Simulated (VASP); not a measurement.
# CaIn6Pb (Fm-3m) in VASP: single point with PBEsol

Aim: the single point of CaIn6Pb with PBEsol.

Program: VASP 6.6.1. These are calculated values, not measurements. Logs are shortened: lines on timing, memory, paths and dates and some standing lists are left out, and cuts for length are marked.

## (1) The cell of the first run

It takes space group Fm-3m (No. 225, cubic). The conventional cell has a = 10.167 Å, b = 10.167 Å, c = 10.167 Å, α = 90.00°, β = 90.00°, γ = 90.00°. In (site symmetry 4mm) has 1 Ca at 2.54 Å and 1 Pb at 2.54 Å within 3.4 Å. Ca (site symmetry m-3m) has 6 In at 2.54 Å within 3.4 Å. Pb (site symmetry m-3m) has 6 In at 2.54 Å within 3.4 Å.

## (2) Single point, PBEsol

Input file INCAR:

```
  ALGO = Normal
  EDIFF = 1E-7
  ENCUT = 520
  GGA = PS
  ISIF = 2
  ISMEAR = -5
  LASPH = True
  LCHARG = False
  LREAL = False
  LWAVE = False
  NBANDS = 61
  NELM = 60
  PREC = Accurate
  SIGMA = 0.1
```

Input file KPOINTS:

```
k-points
0
Gamma
  5 5 5
```

Input file POSCAR:

```
CaIn6Pb
1.0
    0.0000000000      5.0835210000      5.0835210000
    5.0835210000      0.0000000000      5.0835210000
    5.0835210000      5.0835210000      0.0000000000
In Ca Pb
6 1 1
Direct
    0.7500000000      0.2500000000      0.2500000000
    0.2500000000      0.7500000000      0.2500000000
    0.2500000000      0.7500000000      0.7500000000
    0.7500000000      0.2500000000      0.7500000000
    0.2500000000      0.2500000000      0.7500000000
    0.7500000000      0.7500000000      0.2500000000
    0.5000000000      0.5000000000      0.5000000000
    0.0000000000      0.0000000000      0.0000000000
```

Potentials or basis: VASP PAW PBE potentials, release 64 (In_d, Ca_sv, Pb_d).

The run is started by

```sh
cat potpaw_PBE.64/In_d/POTCAR potpaw_PBE.64/Ca_sv/POTCAR potpaw_PBE.64/Pb_d/POTCAR > POTCAR
mpirun -np 1 vasp_std > vasp.out
```

OUTCAR:

```text
EDIFF = 1E-7
   ENCUT = 520
   GGA = PS
   ISIF = 2
   ISMEAR = -5
   LASPH = True
   LREAL = False
   NELM = 60
   PREC = Accurate

 ion  position               nearest neighbor table
   1  0.750  0.250  0.250-   7 2.54   8 2.54   4 3.59   6 3.59   4 3.59   5 3.59   2 3.59   6 3.59
                             2 3.59   5 3.59
   2  0.250  0.750  0.250-   7 2.54   8 2.54   3 3.59   6 3.59   3 3.59   5 3.59   1 3.59   5 3.59
                             1 3.59   6 3.59
   3  0.250  0.750  0.750-   7 2.54   8 2.54   2 3.59   5 3.59   2 3.59   6 3.59   4 3.59   5 3.59
                             4 3.59   6 3.59
   4  0.750  0.250  0.750-   7 2.54   8 2.54   1 3.59   5 3.59   1 3.59   6 3.59   3 3.59   6 3.59
                             3 3.59   5 3.59
   5  0.250  0.250  0.750-   7 2.54   8 2.54   3 3.59   4 3.59   1 3.59   2 3.59   2 3.59   3 3.59
                             1 3.59   4 3.59
   6  0.750  0.750  0.250-   7 2.54   8 2.54   1 3.59   2 3.59   3 3.59   4 3.59   1 3.59   4 3.59
                             2 3.59   3 3.59
   7  0.500  0.500  0.500-   1 2.54   2 2.54   3 2.54   4 2.54   5 2.54   6 2.54
   8  0.000  0.000  0.000-   1 2.54   2 2.54   3 2.54   4 2.54   5 2.54   6 2.54

  LATTYP: Found a face centered cubic cell.
 ALAT       =    10.1670420000

  Lattice vectors:

 A1 = (   0.0000000000,   5.0835210000,   5.0835210000)
 A2 = (   5.0835210000,   0.0000000000,   5.0835210000)
 A3 = (   5.0835210000,   5.0835210000,   0.0000000000)

Analysis of symmetry for initial positions (statically):
=====================================================================
 Subroutine PRICEL returns:
 Original cell was already a primitive cell.

 Routine SETGRP: Setting up the symmetry group for a
 face centered cubic supercell.

 Subroutine GETGRP returns: Found 48 space group operations
 (whereof 48 operations were pure point group operations)
 out of a pool of 48 trial point group operations.

The static configuration has the point symmetry O_h .

Analysis of symmetry for dynamics (positions and initial velocities):
=====================================================================
 Subroutine PRICEL returns:
 Original cell was already a primitive cell.

 Routine SETGRP: Setting up the symmetry group for a
 face centered cubic supercell.

 Subroutine GETGRP returns: Found 48 space group operations
 (whereof 48 operations were pure point group operations)
 out of a pool of 48 trial point group operations.

The dynamic configuration has the point symmetry O_h .

 Subroutine INISYM returns: Found 48 space group operations
[... 104 lines left out ...]
   POTIM  = 0.5000    time-step for ionic-motion
   TEBEG  =    0.0;   TEEND  =   0.0 temperature during run
   PSTRESS=    0.0 pullay stress
   NELECT =     102.0000    total number of electrons
   NUPDOWN=      -1.0000    fix difference up-down
   EMIN   =  10.00;   EMAX   =-10.00  energy-range for DOS
   EFERMI =   0.00;   METHOD = LEGACY
   ISMEAR =    -5;   SIGMA  =   0.10  broadening in eV -4-tet -1-fermi 0-gaus
   EFERMI_NEDOS =   21; number of points for ismear=-14 and -15
   IALGO  =     38    algorithm
   IMIX   =      4    mixing-type and parameters
     AMIX     =   0.40;   BMIX     =  1.00
     AMIX_MAG =   1.60;   BMIX_MAG =  1.00
  volume/ion in A,a.u.               =      32.84       221.63
  Fermi-wavevector in a.u.,A,eV,Ry     =   1.194264  2.256831 19.405527  1.426266
  Thomas-Fermi vector in A             =   2.330258
   LORBIT       =      0    0 simple, 1 ext, 2 COOP (PROOUT), +10 PAW based schemes
   GGA     = PS    functional components
   LHFCALC =     F    Hartree Fock is set to
   AEXX    =    0.0000 exact exchange contribution
   IVDW    =     0    specifies the selected vdW correction
   LEPSILON=     F    determine dielectric tensor
   LRPA    =     F    only Hartree local field effects (RPA)
 non-spin polarized calculation
 Fermi weights with tetrahedron method with Bloechl corrections
  energy-cutoff  :      520.00
  volume of cell :      262.74
 maximum number of plane-waves:      7119
 NGX is ok and might be reduce to    54
   NGX = 27   NGY = 27   NGZ = 27

 number of electron     101.9999957 magnetization

 Free energy of the ion-electron system (eV)
  ---------------------------------------------------
  ext. energy  EPLUGINS =         0.00000000
  ---------------------------------------------------
  free energy    TOTEN  =       -13.82492278 eV

  energy without entropy =      -13.82492278  energy(sigma->0) =      -13.82492278

 E-fermi :   4.3294     XC(G=0):  -8.8608

 val. band max:        4.3881332567   @ k =   0.4000   0.2000   0.0000
 cond. band min:       4.3294602887   @ k =  -0.4000   0.2000   0.0000
 fundamental gap:     -0.0586729680
 Fermi energy:         4.3293643251

 k-point     1 :       0.0000    0.0000    0.0000
  band No.  band energies     occupation
      1     -34.6281      2.00000
      2     -16.2013      2.00000
      3     -16.2013      2.00000
      4     -16.2013      2.00000
      5     -13.8255      2.00000
      6     -13.8255      2.00000
[... 629 lines left out ...]
     60       7.8638      0.00000
     61       8.3450      0.00000

------------------------ aborting loop because EDIFF is reached ----------------------------------------

  FORCE on cell =-STRESS in cart. coord.  units (eV):
  Direction    XX          YY          ZZ          XY          YZ          ZX
  --------------------------------------------------------------------------------------
  -------------------------------------------------------------------------------------
  Total       28.5274739     28.5274739     28.5274739     -0.0000000     -0.0000000      0.0000000
  in kB      173.9602561    173.9602561    173.9602561     -0.0000000     -0.0000000      0.0000000
  external PRESSURE =     173.9602561 kB  Pullay stress =       0.0000000 kB

 VOLUME and BASIS-vectors are now :
 -----------------------------------------------------------------------------
  energy-cutoff  :      520.00
  volume of cell :      262.74
      direct lattice vectors                 reciprocal lattice vectors
     0.000000000  5.083521000  5.083521000    -0.098357025  0.098357025  0.098357025
     5.083521000  0.000000000  5.083521000     0.098357025 -0.098357025  0.098357025
     5.083521000  5.083521000  0.000000000     0.098357025  0.098357025 -0.098357025

 POSITION                                       TOTAL-FORCE (eV/Angst)
 -----------------------------------------------------------------------------------
      2.54176      5.08352      5.08352         0.991994     -0.000000      0.000000
      5.08352      2.54176      5.08352        -0.000000      0.991994      0.000000
      7.62528      5.08352      5.08352        -0.991994     -0.000000      0.000000
      5.08352      7.62528      5.08352        -0.000000     -0.991994      0.000000
      5.08352      5.08352      2.54176        -0.000000     -0.000000      0.991994
      5.08352      5.08352      7.62528        -0.000000     -0.000000     -0.991994
      5.08352      5.08352      5.08352        -0.000000     -0.000000      0.000000
      0.00000      0.00000      0.00000        -0.000000     -0.000000      0.000000
 -----------------------------------------------------------------------------------
    total drift:                               -0.000000      0.000000      0.000000

  FREE ENERGIE OF THE ION-ELECTRON SYSTEM (eV)
  ---------------------------------------------------
  free  energy   TOTEN  =       -13.8249227751 eV

  energy  without entropy=      -13.8249227751  energy(sigma->0) =      -13.82492278
```

OSZICAR:

```text
N       E                     dE             d eps       ncg     rms          rms(c)
DAV:   1     0.121765302292E+04    0.12177E+04   -0.48176E+04  1220   0.208E+03
DAV:   2     0.143831423060E+03   -0.10738E+04   -0.10578E+04  1220   0.569E+02
DAV:   3    -0.656978712343E+01   -0.15040E+03   -0.14754E+03  1381   0.235E+02
DAV:   4    -0.186288806563E+02   -0.12059E+02   -0.11954E+02  1763   0.636E+01
[... 11 lines left out ...]
DAV:  16    -0.138249253463E+02    0.17195E-04   -0.10200E-05  1536   0.162E-02    0.195E-03
DAV:  17    -0.138249252441E+02    0.10225E-06   -0.12122E-06  1464   0.564E-03    0.141E-03
DAV:  18    -0.138249243102E+02    0.93385E-06   -0.41973E-08   824   0.140E-03    0.778E-04
DAV:  19    -0.138249227546E+02    0.15557E-05   -0.42350E-08   846   0.109E-03    0.299E-04
DAV:  20    -0.138249227751E+02   -0.20544E-07   -0.85317E-09   745   0.912E-04
   1 F= -.13824923E+02 E0= -.13824923E+02  d E =0.000000E+00
```

stdout:

```text
POSCAR found type information on POSCAR InCaPb
 POSCAR found :  3 types and       8 ions
 scaLAPACK will be used
 -----------------------------------------------------------------------------
|                                                                             |
[... 23 lines left out ...]
|     occupations, so forces and stress will be inaccurate. We suggest        |
|     using a different smearing scheme ISMEAR = 1 or 2 for metals in         |
|     relaxations.                                                            |
|                                                                             |
 -----------------------------------------------------------------------------
```

Wall time 5.8 min (1 thread of Intel Xeon Platinum 8259CL at 2.50GHz (Skylake/Cascade Lake), shared host); peak memory 0.49 GiB.

Results:

- Free energy: -13.8249 eV
- Pressure: 17.4 GPa
- Band gap on the k mesh: zero (bands 51 and 52 overlap by 1.99 eV)

Caveat: the cell stands under pressure; the PAW data sets were made with another functional, which shifts forces and pressure a little; spin-orbit coupling is left out, which moves the levels of the heavy elements; tetrahedron occupations give inexact forces and stress in metals.
